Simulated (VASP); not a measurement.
Wanted: the native input for a VASP 6.6.1 run.

- Task: single point
- Functional: PBE
- Potentials or basis: VASP PAW PBE potentials, release 64 (Cd, B, Co)
- Cutoff: 520 eV
- k mesh: 10 × 10 × 10
- Occupations: gaussian, width 0.1 eV
- Spin: collinear spin, ferromagnetic start
- Starting moments: [0.0, 0.0, 2.0, 2.0, 2.0] μB
- Dipole correction: no
- Further INCAR settings: ALGO = Normal; EDIFF = 1e-06; NBANDS = 33

The structure of CdCo3B lies in POSCAR:

```
CdCo3B
1.0
    3.8875643758      0.0000000000      0.0000000000
    0.0000000000      3.8875643758      0.0000000000
    0.0000000000      0.0000000000      3.8875643758
Cd B Co
1 1 3
Direct
    0.0000000000      0.0000000000      0.0000000000
    0.5000000000      0.5000000000      0.5000000000
    0.5000000000      0.5000000000      0.0000000000
    0.5000000000      0.0000000000      0.5000000000
    0.0000000000      0.5000000000      0.5000000000
```

The input as run:

INCAR

```
  ALGO = Normal
  EDIFF = 1E-6
  ENCUT = 520
  GGA = PE
  ISIF = 2
  ISMEAR = 0
  ISPIN = 2
  LASPH = T
  LCHARG = T
  LELF = T
  LMAXMIX = 4
  LORBIT = 11
  LREAL = F
  LVHAR = T
  LWAVE = F
  MAGMOM = 0 0 2 2 2
  NBANDS = 33
  NELM = 150
  PREC = Accurate
  SIGMA = 0.1
```

KPOINTS

```
k-points
0
Gamma
  10 10 10
```

Potentials or basis: VASP PAW PBE potentials, release 64 (Cd, B, Co).

Launch:

```sh
$ cat potpaw_PBE.64/Cd/POTCAR potpaw_PBE.64/B/POTCAR potpaw_PBE.64/Co/POTCAR > POTCAR
$ mpirun -np 1 vasp_std > vasp.out
```

It gave:

* Pressure: 0.5 GPa
* Net moment: 2.10 μB per cell
* Site moments: Cd -0.04; B -0.08; Co +0.77 μB
* Valence electrons inside the program's atomic spheres: Cd 10.42; B 2.01; Co 8.32

Wall time 100 s on 1 thread of AMD EPYC 9R45 96-Core Processor (Zen 5) (shared host), peak memory 0.27 GiB.
